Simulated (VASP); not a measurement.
# B (Fm-3m) in VASP: further runs

B is run at these levels: PBE; tasks: relaxation of cell and atoms.

Program: VASP 6.6.1. These are calculated values, not measurements. Logs are shortened: lines on timing, memory, paths and dates and some standing lists are left out, and cuts for length are marked.

## 1. The cell of the first run

Symmetry: Fm-3m, No. 225, cubic system. The conventional cell has a = 2.751 Å, b = 2.751 Å, c = 2.751 Å, α = 90.00°, β = 90.00°, γ = 90.00°. B (site symmetry m-3m) has 12 B at 1.95 Å within 2.6 Å.

## 2. Relaxation of cell and atoms, PBE, target pressure 42 GPa, at which the enthalpy is minimised

Contents of INCAR:

```
SYSTEM = B
ALGO = Normal
EDIFF = 1E-7
EDIFFG = -0.005
ENCUT = 600
GGA = PE
IBRION = 2
ISIF = 3
ISMEAR = -1
LASPH = .True.
LCHARG = .False.
LREAL = .False.
LWAVE = .False.
NELM = 100
NSW = 60
PREC = Accurate
PSTRESS = 420.0
SIGMA = 0.1
```

Contents of KPOINTS:

```
k-points
0
Gamma
  23 23 23
  0 0 0
```

Contents of POSCAR:

```
B
1.0
    0.0000000000      1.3755575696      1.3755575696
    1.3755575696      0.0000000000      1.3755575696
    1.3755575696      1.3755575696      0.0000000000
B
1
Direct
    0.0000000000      0.0000000000      0.0000000000
```

Potentials or basis: VASP PAW PBE potentials, release 64 (B).

The run is started by

```sh
> cat potpaw_PBE.64/B/POTCAR > POTCAR
> mpirun -np 1 vasp_std > vasp.out
```

OUTCAR:

```text
SYSTEM = B
   EDIFF = 1E-7
   EDIFFG = -0.005
   ENCUT = 600
   GGA = PE
   IBRION = 2
   ISIF = 3
   ISMEAR = -1
   LASPH = .True.
   LREAL = .False.
   NELM = 100
   NSW = 60
   PREC = Accurate
   PSTRESS = 420.0

 ion  position               nearest neighbor table
   1  0.000  0.000  0.000-

  LATTYP: Found a face centered cubic cell.
 ALAT       =     2.7511151392

  Lattice vectors:

 A1 = (   0.0000000000,   1.3755575696,   1.3755575696)
 A2 = (   1.3755575696,   0.0000000000,   1.3755575696)
 A3 = (   1.3755575696,   1.3755575696,   0.0000000000)

Analysis of symmetry for initial positions (statically):
=====================================================================
 Subroutine PRICEL returns:
 Original cell was already a primitive cell.

 Routine SETGRP: Setting up the symmetry group for a
 face centered cubic supercell.

 Subroutine GETGRP returns: Found 48 space group operations
 (whereof 48 operations were pure point group operations)
 out of a pool of 48 trial point group operations.

The static configuration has the point symmetry O_h .

Analysis of symmetry for dynamics (positions and initial velocities):
=====================================================================
 Subroutine PRICEL returns:
 Original cell was already a primitive cell.

 Routine SETGRP: Setting up the symmetry group for a
 face centered cubic supercell.

 Subroutine GETGRP returns: Found 48 space group operations
 (whereof 48 operations were pure point group operations)
 out of a pool of 48 trial point group operations.

The dynamic configuration has the point symmetry O_h .

 Subroutine INISYM returns: Found 48 space group operations
 (whereof 48 operations are pure point group operations),
 and found     1 'primitive' translations

----------------------------------------------------------------------------------------

                                     Primitive cell

  volume of cell :       5.2055

  direct lattice vectors                    reciprocal lattice vectors
     0.000000000  1.375557570  1.375557570    -0.363488967  0.363488967  0.363488967
     1.375557570  0.000000000  1.375557570     0.363488967 -0.363488967  0.363488967
     1.375557570  1.375557570  0.000000000     0.363488967  0.363488967 -0.363488967

  length of vectors
     1.945332171  1.945332171  1.945332171     0.629581359  0.629581359  0.629581359

  position of ions in fractional coordinates (direct lattice)
     0.000000000  0.000000000  0.000000000

  ion indices of the primitive-cell ions
   primitive index   ion index
                 1           1

----------------------------------------------------------------------------------------

 KPOINTS: k-points

Automatic generation of k-mesh.
 Grid dimensions read from file:
 generate k-points for:   23   23   23

 Generating k-lattice:

  Cartesian coordinates                     Fractional coordinates (reciprocal lattice)
    -0.015803868  0.015803868  0.015803868     0.043478261  0.000000000  0.000000000
     0.015803868 -0.015803868  0.015803868     0.000000000  0.043478261  0.000000000
     0.015803868  0.015803868 -0.015803868     0.000000000  0.000000000  0.043478261

  Length of vectors
     0.027373103  0.027373103  0.027373103

  Shift w.r.t. Gamma in fractional coordinates (k-lattice)
     0.000000000  0.000000000  0.000000000

 Subroutine IBZKPT returns following result:
 ===========================================

 Found    364 irreducible k-points:

 Following reciprocal coordinates:
            Coordinates               Weight
  0.000000  0.000000  0.000000      1.000000
  0.043478  0.000000  0.000000      8.000000
  0.086957  0.000000  0.000000      8.000000
  0.130435  0.000000  0.000000      8.000000
  0.173913  0.000000  0.000000      8.000000
  0.217391  0.000000  0.000000      8.000000
[... 16 lines left out ...]
  0.478261  0.043478  0.000000     24.000000
 -0.478261  0.043478  0.000000     24.000000
 [... further k-points ...]
   k-points           NKPTS =    364   k-points in BZ     NKDIM =    364   number of bands    NBANDS=      5
   number of dos      NEDOS =    301   number of ions     NIONS =      1
   total plane-waves  NPLWV =   4096
   dimension x,y,z NGX =    16 NGY =   16 NGZ =   16
   dimension x,y,z NGXF=    32 NGYF=   32 NGZF=   32
   ions per type =               1
   NGX,Y,Z   is equivalent  to a cutoff of  13.67, 13.67, 13.67 a.u.
   NGXF,Y,Z  is equivalent  to a cutoff of  27.35, 27.35, 27.35 a.u.
 SYSTEM =  B
   PREC   = accura    normal or accurate (medium, high low for compatibility)
   ISTART =      0    job   : 0-new  1-cont  2-samecut
   ICHARG =      2    charge: 1-file 2-atom 10-const
   ISPIN  =      1    spin polarized calculation?
   LNONCOLLINEAR =      F non collinear calculations
   LSORBIT =      F    spin-orbit coupling
   LASPH  =      T    aspherical Exc in radial PAW
   ENCUT  =  600.0 eV  44.10 Ry    6.64 a.u.   3.89  3.89  3.89*2*pi/ulx,y,z
   NELM   =    100;   NELMIN=  2; NELMDL= -5     # of ELM steps
   EDIFF  = 0.1E-06   stopping-criterion for ELM
   LREAL  =      F    real-space projection
   EDIFFG = -.5E-02   stopping-criterion for IOM
   NSW    =     60    number of steps for IOM
   IBRION =      2    ionic relax: 0-MD 1-quasi-New 2-CG
   NFREE  =      1    steps in history (QN), initial steepest desc. (CG)
   ISIF   =      3    stress and relaxation
   ISYM   =      2    0-nonsym 1-usesym 2-fastsym
   POTIM  = 0.5000    time-step for ionic-motion
   TEBEG  =    0.0;   TEEND  =   0.0 temperature during run
   PSTRESS=  420.0 pullay stress
   NELECT =       3.0000    total number of electrons
   NUPDOWN=      -1.0000    fix difference up-down
   EMIN   =  10.00;   EMAX   =-10.00  energy-range for DOS
   EFERMI =   0.00;   METHOD = LEGACY
   ISMEAR =    -1;   SIGMA  =   0.10  broadening in eV -4-tet -1-fermi 0-gaus
   EFERMI_NEDOS =   21; number of points for ismear=-14 and -15
   IALGO  =     38    algorithm
   IMIX   =      4    mixing-type and parameters
     AMIX     =   0.40;   BMIX     =  1.00
     AMIX_MAG =   1.60;   BMIX_MAG =  1.00
  volume/ion in A,a.u.               =       5.21        35.13
  Fermi-wavevector in a.u.,A,eV,Ry     =   1.362364  2.574495 25.252897  1.856036
  Thomas-Fermi vector in A             =   2.488860
   LORBIT       =      0    0 simple, 1 ext, 2 COOP (PROOUT), +10 PAW based schemes
   GGA     = PE    functional components
   LHFCALC =     F    Hartree Fock is set to
   AEXX    =    0.0000 exact exchange contribution
   IVDW    =     0    specifies the selected vdW correction
   LEPSILON=     F    determine dielectric tensor
   LRPA    =     F    only Hartree local field effects (RPA)
 conjugate gradient relaxation of ions
 non-spin polarized calculation
  energy-cutoff  :      600.00
  volume of cell :        5.21
 maximum number of plane-waves:       190
   NGX =  7   NGY =  7   NGZ =  7

--------------------------------------- Ionic step        1  -------------------------------------------

 number of electron       3.0000000 magnetization

 Free energy of the ion-electron system (eV)
  ---------------------------------------------------
  ext. energy  EPLUGINS =         0.00000000
  ---------------------------------------------------
  free energy    TOTEN  =        -5.27227278 eV

  energy without entropy =       -5.26599300  energy(sigma->0) =       -5.26913289

------------------------ aborting loop because EDIFF is reached ----------------------------------------

  FORCE on cell =-STRESS in cart. coord.  units (eV):
  Direction    XX          YY          ZZ          XY          YZ          ZX
  --------------------------------------------------------------------------------------
  -------------------------------------------------------------------------------------
  Total        1.3708410      1.3708410      1.3708410     -0.0000000      0.0000000     -0.0000000
  in kB      421.9212052    421.9212052    421.9212052     -0.0000000      0.0000000     -0.0000000
  external PRESSURE =       1.9212052 kB  Pullay stress =     420.0000000 kB
[... 59 lines left out ...]
  enthalpy is  TOTEN    =        -3.9076735837 eV   P V=        1.3658320557

--------------------------------------- Ionic step        3  -------------------------------------------

 number of electron       3.0000000 magnetization

 Free energy of the ion-electron system (eV)
  ---------------------------------------------------
  ext. energy  EPLUGINS =         0.00000000
  ---------------------------------------------------
  free energy    TOTEN  =        -5.27289361 eV

  energy without entropy =       -5.26661393  energy(sigma->0) =       -5.26975377

 E-fermi :  12.1767     XC(G=0): -13.5446

 val. band max:       12.1406079655   @ k =  -0.4783   0.3043   0.0870
 cond. band min:      12.2022105445   @ k =  -0.3913   0.4348   0.1739
 fundamental gap:      0.0616025791
 Fermi energy:        12.1766698850

 k-point     1 :       0.0000    0.0000    0.0000
  band No.  band energies     occupation
      1      -8.5650      2.00000
      2      30.0043      0.00000
      3      30.0043      0.00000
      4      30.0043      0.00000
      5      46.9750      0.00000

 k-point     2 :       0.0435    0.0000    0.0000
  band No.  band energies     occupation
      1      -8.4773      2.00000
      2      29.5338      0.00000
      3      29.9037      0.00000
      4      29.9037      0.00000
      5      45.8416      0.00000
[... 169 lines left out ...]
 k-point    24 :      -0.4783    0.0435    0.0000
  band No.  band energies     occupation
      1       1.0674      2.00000
      2       6.4582      2.00000
      3      26.3298      0.00000
      4      26.5082      0.00000
      5      41.6027      0.00000

 [... further k-points ...]
[... 5 lines left out ...]
  --------------------------------------------------------------------------------------
  -------------------------------------------------------------------------------------
  Total        1.3650148      1.3650148      1.3650148     -0.0000000     -0.0000000     -0.0000000
  in kB      419.9373182    419.9373182    419.9373182     -0.0000000     -0.0000000     -0.0000000
  external PRESSURE =      -0.0626818 kB  Pullay stress =     420.0000000 kB
[... 16 lines left out ...]
  FREE ENERGIE OF THE ION-ELECTRON SYSTEM (eV)
  ---------------------------------------------------
  free  energy   TOTEN  =        -5.2728936136 eV

  energy  without entropy=       -5.2666139333  energy(sigma->0) =       -5.26975377

  enthalpy is  TOTEN    =        -3.9076750543 eV   P V=        1.3652185593

 reached required accuracy - stopping structural energy minimisation
```

Wall time 8 s (1 thread of Intel Xeon Platinum 8559C (Emerald Rapids), shared host); peak memory 0.11 GiB.

What came out:

| Item | Value |
| --- | --- |
| Free energy | -5.2729 eV |
| Relaxed volume | 5.21 Å³/atom |
| Relaxed cell | a = 1.946 Å, b = 1.946 Å, c = 1.946 Å, α = 60.00°, β = 60.00°, γ = 60.00° |
| Space group after relaxing (to 0.05 Å) | Fm-3m (No. 225) |
| Energy change on relaxing (the enthalpy is what falls) | -0.6 meV/atom |
| Ionic steps | 3 |
| Pressure after relaxing | 42.0 GPa |

Step by step:
```csv
step,energy change (eV),largest force (eV/Å),pressure (GPa),volume (Å³)
1,0.0000,0.0000,42.19,5.21
2,-0.0012,0.0000,41.81,5.21
3,-0.0006,0.0000,41.99,5.21
```

Final structure:
```
B
1.0
     0.00000    1.37577    1.37577
     1.37577    0.00000    1.37577
     1.37577    1.37577    0.00000
B
1
Direct
  0.00000 0.00000 0.00000
```

Levels at points of the mesh, in eV from the Fermi level:
```
           k point  band 1  band 2  band 3  band 4  band 5
(0.00, 0.00, 0.00)  -20.74   17.83   17.83   17.83   34.80
```

Caveat: the cell is relaxed towards a set pressure, so the enthalpy falls and the energy may rise.

## 3. Relaxation of cell and atoms, PBE

This run uses another cell than the first one, of 6.50 Å³/atom, 1.249 times its volume.

Contents of INCAR:

```
PREC = Accurate ; ENCUT = 600
EDIFF = 1E-7 ; ISMEAR = -1
SIGMA = 0.1 ; LREAL = F
LASPH = T ; NELM = 60
ALGO = Normal ; ISIF = 3
LWAVE = F ; LCHARG = F
GGA = PE ; IBRION = 2
NSW = 60 ; EDIFFG = -0.005
```

Contents of KPOINTS:

```
regular mesh
0
Gamma
  23 23 23
```

Contents of POSCAR:

```
B
1.0
    0.0000000000      1.4812480342      1.4812480342
    1.4812480342      0.0000000000      1.4812480342
    1.4812480342      1.4812480342      0.0000000000
B
1
Direct
    0.0000000000      0.0000000000      0.0000000000
```

Potentials or basis: VASP PAW PBE potentials, release 64 (B).

The run is started by

```sh
> cat potpaw_PBE.64/B/POTCAR > POTCAR
> mpirun -np 1 vasp_std > vasp.out
```

Run time: 8.9 s. Hardware: 1 thread of Intel Xeon 6975P-C (Granite Rapids), shared host; peak memory 0.12 GiB.

Results (log left out):

| Property | Result |
| --- | --- |
| Free energy | -5.3552 eV |
| Relaxed volume | 5.89 Å³/atom |
| Relaxed cell | a = 2.027 Å, b = 2.027 Å, c = 2.027 Å, α = 60.00°, β = 60.00°, γ = 60.00° |
| Space group after relaxing (to 0.05 Å) | Fm-3m (No. 225) |
| Energy gained by relaxing | 46.0 meV/atom |
| Ionic steps | 3 |
| Pressure after relaxing | 0.0 GPa |

Step by step:
```tsv
step	energy change (eV)	largest force (eV/Å)	pressure (GPa)	volume (Å³)
1	0.0000	0.0000	-22.26	6.50
2	-0.0399	0.0000	10.11	5.69
3	-0.0460	0.0000	0.05	5.89
```

Final structure:
```xyz
1
Lattice="0.0000 1.4331 1.4331 1.4331 0.0000 1.4331 1.4331 1.4331 0.0000" Properties=species:S:1:pos:R:3 pbc="T T T"
B     0.0000    0.0000    0.0000
```

Levels at points of the mesh, in eV from the Fermi level:
| k point | band 1 | band 2 | band 3 | band 4 | band 5 |
| --- | --- | --- | --- | --- | --- |
| (0.00, 0.00, 0.00) | -19.22 | 15.97 | 15.97 | 15.97 | 32.46 |
